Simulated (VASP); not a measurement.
Runs of VASP 6.6.1 on AgCl. The structure is that of space group Fm-3m (No. 225), or close to it. The cells are those of the table. 

| level | cell | smearing | gap on the mesh (eV) | pressure (GPa) |
| --- | --- | --- | --- | --- |
| r2SCAN | a = 3.923, b = 3.923, c = 3.902 Å, angles 60.2, 60.2, 59.7°, 2 atoms | gaussian 0.01 eV | (c) | 0.1 |
| PBE | a = 3.923, b = 3.923, c = 3.902 Å, angles 60.2, 60.2, 59.7°, 2 atoms | fermi-dirac 0.02 eV | 0.88 | 1.7 |
| r2SCAN | a = 3.861 Å, angles 62.4°, 2 atoms | gaussian 0.01 eV | 1.38 | -0.4 |
| PBE | a = 4.040 Å, angles 60.0°, 2 atoms | fermi-dirac 0.02 eV | 0.95 | (b) |
| PBE | a = 3.765 Å, angles 60.0°, 2 atoms | fermi-dirac 0.02 eV | 0.91 | (a) |
| PBE | a = 3.922 Å, angles 60.0°, 2 atoms | fermi-dirac 0.02 eV | 0.91 | 1.5 |
| PBE | a = 4.001, b = 4.001, c = 3.922 Å, angles 60.7, 60.7, 58.7°, 2 atoms | fermi-dirac 0.02 eV | 0.81 | -0.2 |
| r2SCAN | a = 4.001, b = 4.001, c = 3.922 Å, angles 60.7, 60.7, 58.7°, 2 atoms | gaussian 0.01 eV | 1.31 | (d) |

Alike in all rows: task single point; potentials or basis VASP PAW PBE potentials, release 64 (Ag, Cl); no spin polarisation; k mesh 8 × 8 × 8; cutoff (eV) 520.

Question: Fill in the values left out.

Answer: (a) 9.8; (b) -2.1; (c) 1.39; (d) -1.8.

Caveats: the PAW data sets were made with another functional, which shifts forces and pressure a little (at least some runs); the cell stands under pressure (at least some runs).

A k mesh can miss the band edges, and the runs leave out spin-orbit coupling on Ag.
